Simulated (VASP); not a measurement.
Here is a VASP 6.6.1 calculation.

File INCAR:

```
PREC = Accurate
ENCUT = 600
EDIFF = 1E-6
ISMEAR = -1
SIGMA = 0.1
LREAL = F
LASPH = T
NELM = 200
ALGO = Normal
ISIF = 2
LWAVE = F
LCHARG = T
ISPIN = 2
MAGMOM = 0 1
LORBIT = 11
LMAXMIX = 4
GGA = PS
LELF = T
LVHAR = T
NBANDS = 20
GGA_COMPAT = F
```

Contents of KPOINTS:

```
Automatic mesh
0
Gamma
  7 7 4
```

Contents of POSCAR:

```
KNi
1.0
    1.7013621700     -2.5228978400      0.0000000000
    1.7013621700      2.5228978400      0.0000000000
    0.0000000000      0.0000000000      4.8590734500
K Ni
1 1
Direct
    0.4966060000      0.5126130000      0.4991700000
    0.0022720000     -0.0059750000     -0.0019510000
```

Potentials or basis: VASP PAW PBE potentials, release 64 (K_sv, Ni).

Run with:

```console
$ cat potpaw_PBE.64/K_sv/POTCAR potpaw_PBE.64/Ni/POTCAR > POTCAR
$ mpirun -np 1 vasp_std > vasp.out
```

**Question.** What does it give for the pressure?

**Answer.** -1.0 GPa.

**Question.** Predict the site moments.

**Answer.** K -0.00; Ni +0.13 μB.

**Question.** Predict the net moment.

**Answer.** 0.12 μB per cell.

**Question.** What does it give for the largest force?

**Answer.** 0.029 eV/Å.

Stress tensor (GPa, compression positive):
```
-0.74 -0.01  0.00
-0.01 -4.52  0.00
 0.00  0.00  2.20
```

Caveat: the stress differs along the axes, from -5 to 2 GPa; the PAW data sets were made with another functional, which shifts forces and pressure a little.
